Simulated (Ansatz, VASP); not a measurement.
Two plane-wave programs on ZrSi2

```
CELL_PARAMETERS angstrom
3.67766 0.00000 0.00000
0.00000 3.67766 0.00000
0.00000 0.00000 4.14069
ATOMIC_POSITIONS crystal
Zr 0.50000 0.50000 0.50000
Si 0.00000 0.50000 0.00001
Si 0.50000 0.00000 0.99999
```

Alike in both runs: functional PBE; k mesh 5 × 5 × 6; occupations gaussian, width 0.2 eV; no spin polarisation.

Ansatz relaxed the structure, and its values are those at the end. VASP's run is a single point on that final structure, the one shown.

|  | VASP | Ansatz |
| --- | --- | --- |
| version | VASP 6.6.1 | Ansatz 0.2.0 |
| potentials or method | VASP PAW PBE potentials, release 64 (Zr_sv, Si), cutoff 500 eV | scalar-relativistic, plane waves, PAW |
| valence electrons in the cell | 20 | 20 |

```csv
,VASP,Ansatz,Ansatz less VASP
gap on the k mesh at the Fermi level (eV),none,none,-
pressure (GPa),-0.3,-0.3,-0.01
```

A gap of «none» marks a metal or a gap that the smearing closes.
